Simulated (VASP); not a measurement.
HgTe, 2 atoms in the cell. The structure is cubic, space group Fm-3m (No. 225). Conventional cell: a = 6.230 Å, b = 6.230 Å, c = 6.230 Å, α = 90.00°, β = 90.00°, γ = 90.00°. Hg (site symmetry m-3m) has 6 Te at 3.12 Å within 4.1 Å. Te (site symmetry m-3m) has 6 Hg at 3.12 Å within 4.1 Å. 

- Program: VASP 6.6.1
- Task: single point
- Functional: PBE
- Potentials or basis: VASP PAW PBE potentials, release 64 (Hg, Te)
- Cutoff: 500 eV
- k mesh: 8 × 8 × 8
- Occupations: gaussian, width 0.05 eV
- Spin: no spin polarisation
- Dipole correction: no
- Further INCAR settings: ALGO = Normal; EDIFF = 1e-06; NBANDS = 16

Potentials or basis: VASP PAW PBE potentials, release 64 (Hg, Te).

Launch:

```bash
$ cat potpaw_PBE.64/Hg/POTCAR potpaw_PBE.64/Te/POTCAR > POTCAR
$ mpirun -np 1 vasp_std > vasp.out
```

Hardware: 1 thread of Intel Xeon 8259CL (shared host).

Q: How long does it take, and how much memory?

A: It took 25 s on 1 thread of Intel Xeon 8259CL, with other jobs on the host, peak memory 0.19 GiB. Counts: scf iterations 12, k points 29.
